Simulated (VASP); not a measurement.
# AlCu3 (Fm-3m) in VASP: a series of runs

AlCu3 is run at these levels: PBEsol; tasks: single point.

Everything below comes from runs of VASP 6.6.1. Logs are shortened: lines on timing, memory, paths and dates and some standing lists are left out, and cuts for length are marked.

**1. The cell of the first run**

It takes space group Fm-3m (No. 225, cubic). The conventional cell has a = 5.814 Å, b = 5.814 Å, c = 5.814 Å, α = 90.00°, β = 90.00°, γ = 90.00°. Cu (site symmetry -43m) has 10 Cu at 2.52 to 2.91 Å and 4 Al at 2.52 Å within 3.3 Å. Within 3.3 Å of Cu (site symmetry m-3m) lie 8 Cu at 2.52 Å and 6 Al at 2.91 Å. Al (site symmetry m-3m) has 14 Cu at 2.52 to 2.91 Å within 3.3 Å.

**2. Single point, PBEsol (volume scaled by 1.02)**

INCAR reads:

```
SYSTEM = AlCu3
PREC = Accurate
ENCUT = 520
EDIFF = 1E-6
ISMEAR = -1
SIGMA = 0.05
LREAL = .FALSE.
LASPH = .TRUE.
NELM = 80
ALGO = Normal
ISIF = 2
LWAVE = .FALSE.
LCHARG = .FALSE.
GGA = PS
NBANDS = 26
```

KPOINTS reads:

```
Automatic mesh
0
G
  8 8 8
  0 0 0
```

POSCAR reads:

```
AlCu3
1.0
    0.0000000000      2.9071374460      2.9071374460
    2.9071374460      0.0000000000      2.9071374460
    2.9071374460      2.9071374460      0.0000000000
Cu Al
3 1
Direct
    0.7500000000      0.7500000000      0.7500000000
    0.2500000000      0.2500000000      0.2500000000
    0.5000000000      0.5000000000      0.5000000000
    0.0000000000      0.0000000000      0.0000000000
```

Potentials or basis: VASP PAW PBE potentials, release 64 (Cu, Al).

On the command line:

```
> cat potpaw_PBE.64/Cu/POTCAR potpaw_PBE.64/Al/POTCAR > POTCAR
> mpirun -np 1 vasp_std > vasp.out
```

OUTCAR:

```text
SYSTEM = AlCu3
   PREC = Accurate
   ENCUT = 520
   EDIFF = 1E-6
   ISMEAR = -1
   LREAL = .FALSE.
   LASPH = .TRUE.
   NELM = 80
   ISIF = 2
   GGA = PS

 ion  position               nearest neighbor table
   1  0.750  0.750  0.750-   3 2.52   3 2.52   3 2.52   3 2.52   4 2.52   4 2.52   4 2.52   4 2.52

   2  0.250  0.250  0.250-   4 2.52   4 2.52   4 2.52   3 2.52   4 2.52   3 2.52   3 2.52   3 2.52

   3  0.500  0.500  0.500-   2 2.52   2 2.52   2 2.52   1 2.52   2 2.52   1 2.52   1 2.52   1 2.52
                             4 2.91   4 2.91   4 2.91   4 2.91   4 2.91   4 2.91
   4  0.000  0.000  0.000-   1 2.52   1 2.52   1 2.52   1 2.52   2 2.52   2 2.52   2 2.52   2 2.52
                             3 2.91   3 2.91   3 2.91   3 2.91   3 2.91   3 2.91

  LATTYP: Found a face centered cubic cell.
 ALAT       =     5.8142748920

  Lattice vectors:

 A1 = (   0.0000000000,   2.9071374460,   2.9071374460)
 A2 = (   2.9071374460,   0.0000000000,   2.9071374460)
 A3 = (   2.9071374460,   2.9071374460,   0.0000000000)

Analysis of symmetry for initial positions (statically):
=====================================================================
 Subroutine PRICEL returns:
 Original cell was already a primitive cell.

 Routine SETGRP: Setting up the symmetry group for a
 face centered cubic supercell.

 Subroutine GETGRP returns: Found 48 space group operations
 (whereof 48 operations were pure point group operations)
 out of a pool of 48 trial point group operations.

The static configuration has the point symmetry O_h .

Analysis of symmetry for dynamics (positions and initial velocities):
=====================================================================
 Subroutine PRICEL returns:
 Original cell was already a primitive cell.

 Routine SETGRP: Setting up the symmetry group for a
 face centered cubic supercell.

 Subroutine GETGRP returns: Found 48 space group operations
 (whereof 48 operations were pure point group operations)
 out of a pool of 48 trial point group operations.

The dynamic configuration has the point symmetry O_h .

 Subroutine INISYM returns: Found 48 space group operations
 (whereof 48 operations are pure point group operations),
 and found     1 'primitive' translations

----------------------------------------------------------------------------------------

                                     Primitive cell

  volume of cell :      49.1390

  direct lattice vectors                    reciprocal lattice vectors
     0.000000000  2.907137446  2.907137446    -0.171990492  0.171990492  0.171990492
     2.907137446  0.000000000  2.907137446     0.171990492 -0.171990492  0.171990492
     2.907137446  2.907137446  0.000000000     0.171990492  0.171990492 -0.171990492

  length of vectors
     4.111313204  4.111313204  4.111313204     0.297896271  0.297896271  0.297896271

  position of ions in fractional coordinates (direct lattice)
     0.750000000  0.750000000  0.750000000
     0.250000000  0.250000000  0.250000000
     0.500000000  0.500000000  0.500000000
     0.000000000  0.000000000  0.000000000

  ion indices of the primitive-cell ions
   primitive index   ion index
                 1           1
                 2           2
                 3           3
                 4           4

----------------------------------------------------------------------------------------

 KPOINTS: Automatic mesh

Automatic generation of k-mesh.
 Grid dimensions read from file:
 generate k-points for:    8    8    8

 Generating k-lattice:

  Cartesian coordinates                     Fractional coordinates (reciprocal lattice)
    -0.021498812  0.021498812  0.021498812     0.125000000  0.000000000  0.000000000
     0.021498812 -0.021498812  0.021498812     0.000000000  0.125000000  0.000000000
     0.021498812  0.021498812 -0.021498812     0.000000000  0.000000000  0.125000000

  Length of vectors
     0.037237034  0.037237034  0.037237034

  Shift w.r.t. Gamma in fractional coordinates (k-lattice)
     0.000000000  0.000000000  0.000000000

 Subroutine IBZKPT returns following result:
 ===========================================

 Found     29 irreducible k-points:

 Following reciprocal coordinates:
            Coordinates               Weight
  0.000000  0.000000  0.000000      1.000000
  0.125000  0.000000  0.000000      8.000000
  0.250000  0.000000  0.000000      8.000000
  0.375000  0.000000  0.000000      8.000000
  0.500000  0.000000  0.000000      4.000000
  0.125000  0.125000  0.000000      6.000000
[... 16 lines left out ...]
  0.500000  0.250000  0.125000     48.000000
 -0.375000  0.250000  0.125000     24.000000
 [... further k-points ...]
   k-points           NKPTS =     29   k-points in BZ     NKDIM =     29   number of bands    NBANDS=     26
   number of dos      NEDOS =    301   number of ions     NIONS =      4
   total plane-waves  NPLWV =  32768
   dimension x,y,z NGX =    32 NGY =   32 NGZ =   32
   dimension x,y,z NGXF=    64 NGYF=   64 NGZF=   64
   ions per type =               3   1
   NGX,Y,Z   is equivalent  to a cutoff of  12.94, 12.94, 12.94 a.u.
   NGXF,Y,Z  is equivalent  to a cutoff of  25.88, 25.88, 25.88 a.u.
 SYSTEM =  AlCu3
   PREC   = accura    normal or accurate (medium, high low for compatibility)
   ISTART =      0    job   : 0-new  1-cont  2-samecut
   ICHARG =      2    charge: 1-file 2-atom 10-const
   ISPIN  =      1    spin polarized calculation?
   LNONCOLLINEAR =      F non collinear calculations
   LSORBIT =      F    spin-orbit coupling
   LASPH  =      T    aspherical Exc in radial PAW
   ENCUT  =  520.0 eV  38.22 Ry    6.18 a.u.   7.64  7.64  7.64*2*pi/ulx,y,z
   NELM   =     80;   NELMIN=  2; NELMDL= -5     # of ELM steps
   EDIFF  = 0.1E-05   stopping-criterion for ELM
   LREAL  =      F    real-space projection
   EDIFFG = 0.1E-04   stopping-criterion for IOM
   NSW    =      0    number of steps for IOM
   IBRION =     -1    ionic relax: 0-MD 1-quasi-New 2-CG
   NFREE  =      0    steps in history (QN), initial steepest desc. (CG)
   ISIF   =      2    stress and relaxation
   ISYM   =      2    0-nonsym 1-usesym 2-fastsym
   POTIM  = 0.5000    time-step for ionic-motion
   TEBEG  =    0.0;   TEEND  =   0.0 temperature during run
   PSTRESS=    0.0 pullay stress
   NELECT =      36.0000    total number of electrons
   NUPDOWN=      -1.0000    fix difference up-down
   EMIN   =  10.00;   EMAX   =-10.00  energy-range for DOS
   EFERMI =   0.00;   METHOD = LEGACY
   ISMEAR =    -1;   SIGMA  =   0.05  broadening in eV -4-tet -1-fermi 0-gaus
   EFERMI_NEDOS =   21; number of points for ismear=-14 and -15
   IALGO  =     38    algorithm
   IMIX   =      4    mixing-type and parameters
     AMIX     =   0.40;   BMIX     =  1.00
     AMIX_MAG =   1.60;   BMIX_MAG =  1.00
  volume/ion in A,a.u.               =      12.28        82.90
  Fermi-wavevector in a.u.,A,eV,Ry     =   1.475820  2.788896 29.634103  2.178045
  Thomas-Fermi vector in A             =   2.590423
   LORBIT       =      0    0 simple, 1 ext, 2 COOP (PROOUT), +10 PAW based schemes
   GGA     = PS    functional components
   LHFCALC =     F    Hartree Fock is set to
   AEXX    =    0.0000 exact exchange contribution
   IVDW    =     0    specifies the selected vdW correction
   LEPSILON=     F    determine dielectric tensor
   LRPA    =     F    only Hartree local field effects (RPA)
 non-spin polarized calculation
  energy-cutoff  :      520.00
  volume of cell :       49.14
 maximum number of plane-waves:      1363
   NGX = 15   NGY = 15   NGZ = 15

 number of electron      35.9999989 magnetization

 Free energy of the ion-electron system (eV)
  ---------------------------------------------------
  ext. energy  EPLUGINS =         0.00000000
  ---------------------------------------------------
  free energy    TOTEN  =       -17.73177663 eV

  energy without entropy =      -17.72815276  energy(sigma->0) =      -17.72996470

 E-fermi :   8.2710     XC(G=0): -12.3677

 val. band max:        8.1479888906   @ k =   0.3750   0.2500   0.0000
 cond. band min:       8.4007268096   @ k =   0.2500   0.1250   0.0000
 fundamental gap:      0.2527379190
 Fermi energy:         8.2710350277

 k-point     1 :       0.0000    0.0000    0.0000
  band No.  band energies     occupation
      1      -2.1811      2.00000
      2       3.6759      2.00000
      3       3.6759      2.00000
      4       3.7510      2.00000
      5       3.7510      2.00000
      6       3.7510      2.00000
[... 18 lines left out ...]
     25      15.0303      0.00000
     26      15.0303      0.00000

 k-point     2 :       0.1250    0.0000    0.0000
  band No.  band energies     occupation
      1      -1.9676      2.00000
      2       3.6359      2.00000
      3       3.6359      2.00000
      4       3.6641      2.00000
      5       3.8812      2.00000
      6       3.8812      2.00000
[... 18 lines left out ...]
     25      14.5761      0.00000
     26      14.9710      0.00000

 k-point     3 :       0.2500    0.0000    0.0000
  band No.  band energies     occupation
      1      -1.3380      2.00000
      2       3.3472      2.00000
      3       3.6646      2.00000
      4       3.6646      2.00000
      5       4.0827      2.00000
      6       4.0827      2.00000
[... 18 lines left out ...]
     25      15.3836      0.00000
     26      16.2079      0.00000

 k-point     4 :       0.3750    0.0000    0.0000
  band No.  band energies     occupation
      1      -0.3323      2.00000
      2       2.4070      2.00000
      3       3.7514      2.00000
      4       3.7514      2.00000
      5       4.2127      2.00000
      6       4.2361      2.00000
[... 18 lines left out ...]
     25      17.1356      0.00000
     26      18.1740      0.00000

 k-point     5 :       0.5000    0.0000    0.0000
  band No.  band energies     occupation
      1       0.7715      2.00000
      2       1.2250      2.00000
      3       3.8036      2.00000
      4       3.8036      2.00000
      5       4.2325      2.00000
      6       4.2806      2.00000
[... 18 lines left out ...]
     25      18.6118      0.00000
     26      20.4179      0.00000

 k-point     6 :       0.1250    0.1250    0.0000
  band No.  band energies     occupation
      1      -1.8968      2.00000
      2       3.4488      2.00000
      3       3.7558      2.00000
      4       3.8346      2.00000
      5       3.8346      2.00000
      6       3.8569      2.00000
[... 427 lines left out ...]
 k-point    21 :       0.5000    0.5000    0.0000
  band No.  band energies     occupation
      1       1.6036      2.00000
      2       1.8736      2.00000
      3       3.2105      2.00000
      4       3.3903      2.00000
      5       4.3349      2.00000
      6       4.3349      2.00000
[... 18 lines left out ...]
     25      20.0390      0.00000
     26      20.0390      0.00000

 k-point    22 :       0.3750    0.2500    0.1250
  band No.  band energies     occupation
      1      -0.7941      2.00000
      2       3.0495      2.00000
      3       3.7845      2.00000
      4       3.8759      2.00000
      5       3.9503      2.00000
      6       4.1782      2.00000
[... 18 lines left out ...]
     25      17.3119      0.00000
     26      19.2833      0.00000

 k-point    23 :       0.5000    0.2500    0.1250
  band No.  band energies     occupation
      1       0.1704      2.00000
      2       2.5875      2.00000
      3       3.4538      2.00000
      4       3.8628      2.00000
      5       3.9699      2.00000
      6       4.2979      2.00000
[... 18 lines left out ...]
     25      18.0021      0.00000
     26      19.1748      0.00000

 k-point    24 :      -0.3750    0.2500    0.1250
  band No.  band energies     occupation
      1       1.1451      2.00000
      2       1.7049      2.00000
      3       3.3666      2.00000
      4       3.8551      2.00000
      5       4.0098      2.00000
      6       4.3190      2.00000
[... 18 lines left out ...]
     25      16.9751      0.00000
     26      19.8777      0.00000

 [... further k-points ...]
[... 5 lines left out ...]
  --------------------------------------------------------------------------------------
  -------------------------------------------------------------------------------------
  Total       -0.8631631     -0.8631631     -0.8631631     -0.0000000      0.0000000      0.0000000
  in kB      -28.1434112    -28.1434112    -28.1434112     -0.0000000      0.0000000      0.0000000
  external PRESSURE =     -28.1434112 kB  Pullay stress =       0.0000000 kB

 VOLUME and BASIS-vectors are now :
 -----------------------------------------------------------------------------
  energy-cutoff  :      520.00
  volume of cell :       49.14
      direct lattice vectors                 reciprocal lattice vectors
     0.000000000  2.907137446  2.907137446    -0.171990492  0.171990492  0.171990492
     2.907137446  0.000000000  2.907137446     0.171990492 -0.171990492  0.171990492
     2.907137446  2.907137446  0.000000000     0.171990492  0.171990492 -0.171990492

 POSITION                                       TOTAL-FORCE (eV/Angst)
 -----------------------------------------------------------------------------------
      4.36071      4.36071      4.36071         0.000000      0.000000     -0.000000
      1.45357      1.45357      1.45357        -0.000000     -0.000000     -0.000000
      2.90714      2.90714      2.90714         0.000000     -0.000000      0.000000
      0.00000      0.00000      0.00000         0.000000     -0.000000      0.000000
 -----------------------------------------------------------------------------------
    total drift:                               -0.000000     -0.000000      0.000000

  FREE ENERGIE OF THE ION-ELECTRON SYSTEM (eV)
  ---------------------------------------------------
  free  energy   TOTEN  =       -17.7317766307 eV

  energy  without entropy=      -17.7281527637  energy(sigma->0) =      -17.72996470
```

Wall time 46 s (1 thread of AMD EPYC 7R43 (Zen 3), shared host); peak memory 0.14 GiB.

Results:

| Quantity | Value |
| --- | --- |
| Free energy | -17.7318 eV |
| Pressure | -2.8 GPa |
| Band gap on the k mesh | zero (band 18 reaches 12.01 eV, above the bottom of band 19 at 6.20 eV) |

Levels at points of the mesh, in eV from the Fermi level:
| k point | band 14 | band 15 | band 16 | band 17 | band 18 | band 19 | band 20 | band 21 | band 22 | band 23 |
| --- | --- | --- | --- | --- | --- | --- | --- | --- | --- | --- |
| (0.00, 0.00, 0.00) | -2.56 | -2.44 | -2.44 | 3.74 | 3.74 | 3.74 | 4.10 | 4.10 | 4.10 | 4.99 |
| (0.50, 0.00, 0.00) | -2.55 | -2.39 | -2.39 | -2.12 | 2.68 | 2.68 | 2.89 | 2.89 | 3.54 | 5.44 |
| (0.50, 0.50, 0.00) | -2.31 | -2.31 | -2.27 | -2.08 | -2.08 | -2.07 | 1.94 | 2.27 | 10.80 | 10.80 |

Caveat: the PAW data sets were made with another functional, which shifts forces and pressure a little.

**3. Single point, PBEsol (volume scaled by 1.04)**

INCAR reads:

```
PREC = Accurate
ENCUT = 520
EDIFF = 1E-6
ISMEAR = -1
SIGMA = 0.05
LREAL = F
LASPH = T
NELM = 100
ALGO = Normal
ISIF = 2
LWAVE = F
LCHARG = F
GGA = PS
NBANDS = 26
```

KPOINTS reads:

```
regular mesh
0
Gamma
  8 8 8
```

POSCAR reads:

```
AlCu3
1.0
    0.0000000000      2.9260154908      2.9260154908
    2.9260154908      0.0000000000      2.9260154908
    2.9260154908      2.9260154908      0.0000000000
Cu Al
3 1
Direct
    0.7500000000      0.7500000000      0.7500000000
    0.2500000000      0.2500000000      0.2500000000
    0.5000000000      0.5000000000      0.5000000000
    0.0000000000      0.0000000000      0.0000000000
```

Potentials or basis: VASP PAW PBE potentials, release 64 (Cu, Al).

On the command line:

```
> cat potpaw_PBE.64/Cu/POTCAR potpaw_PBE.64/Al/POTCAR > POTCAR
> mpirun -np 1 vasp_std > vasp.out
```

It took 46 s on 1 thread of AMD EPYC 7R43 (Zen 3), shared host; peak memory 0.15 GiB.

Results (log left out):

```
Free energy            : -17.7062 eV
Pressure               : -5.5 GPa
Band gap on the k mesh : zero (band 18 reaches 11.75 eV, above the bottom of band 19 at 6.01 eV)
```

Levels at points of the mesh, in eV from the Fermi level:
```
           k point  band 16  band 17  band 18  band 19  band 20  band 21
(0.00, 0.00, 0.00)    -2.39     3.72     3.72     3.72     4.04     4.04
(0.50, 0.00, 0.00)    -2.35    -2.09     2.67     2.67     2.84     2.84
(0.50, 0.50, 0.00)    -2.23    -2.05    -2.02    -2.02     1.89     2.19
```

Caveat: the PAW data sets were made with another functional, which shifts forces and pressure a little.

**4. Single point, PBEsol (volume scaled by 1.06)**

INCAR reads:

```
SYSTEM = AlCu3
PREC = Accurate
ENCUT = 520
EDIFF = 1E-6
ISMEAR = -1
SIGMA = 0.05
LREAL = .FALSE.
LASPH = .TRUE.
NELM = 80
ALGO = Fast
ISIF = 2
LWAVE = .FALSE.
LCHARG = .FALSE.
GGA = PS
NBANDS = 26
```

KPOINTS reads:

```
Automatic mesh
0
G
  8 8 8
  0 0 0
```

POSCAR reads:

```
AlCu3
1.0
    0.0000000000      2.9446530347      2.9446530347
    2.9446530347      0.0000000000      2.9446530347
    2.9446530347      2.9446530347      0.0000000000
Cu Al
3 1
Direct
    0.7500000000      0.7500000000      0.7500000000
    0.2500000000      0.2500000000      0.2500000000
    0.5000000000      0.5000000000      0.5000000000
    0.0000000000      0.0000000000      0.0000000000
```

On the command line:

```
> cat potpaw_PBE.64/Cu/POTCAR potpaw_PBE.64/Al/POTCAR > POTCAR
> mpirun -np 1 vasp_std > vasp.out
```

Run time: 47 s. Hardware: 1 thread of AMD EPYC 7R43 (Zen 3), shared host; peak memory 0.15 GiB.

Results (log left out):

```yaml
Free_energy: -17.6664 eV
Pressure: -7.7 GPa
Band_gap_on_the_k_mesh: zero (band 18 reaches 11.50 eV, above the bottom of band 19 at 5.84 eV)
```

Levels at points of the mesh, in eV from the Fermi level:
```
           k point  band 14  band 15  band 16  band 17  band 18  band 19  band 20  band 21  band 22  band 23
(0.00, 0.00, 0.00)    -2.48    -2.36    -2.36     3.70     3.70     3.70     3.98     3.98     3.98     4.68
(0.50, 0.00, 0.00)    -2.46    -2.32    -2.32    -2.06     2.67     2.67     2.80     2.80     3.36     5.22
(0.50, 0.50, 0.00)    -2.24    -2.24    -2.20    -2.02    -1.96    -1.96     1.84     2.11    10.59    10.59
```

Caveat: the PAW data sets were made with another functional, which shifts forces and pressure a little.

**5. The runs side by side**

| cell | gap on the mesh (eV) | pressure (GPa) |
| --- | --- | --- |
| a = 4.111 Å, angles 60.0°, 4 atoms | none | -2.8 |
| a = 4.138 Å, angles 60.0°, 4 atoms | none | -5.5 |
| a = 4.164 Å, angles 60.0°, 4 atoms | none | -7.7 |

Alike in all rows: task single point; level PBEsol; potentials or basis VASP PAW PBE potentials, release 64 (Cu, Al); no spin polarisation; k mesh 8 × 8 × 8; cutoff (eV) 520; smearing fermi-dirac 0.05 eV.

Caveats: the PAW data sets were made with another functional, which shifts forces and pressure a little.

Absolute energies hang on the potentials; compare differences alone.
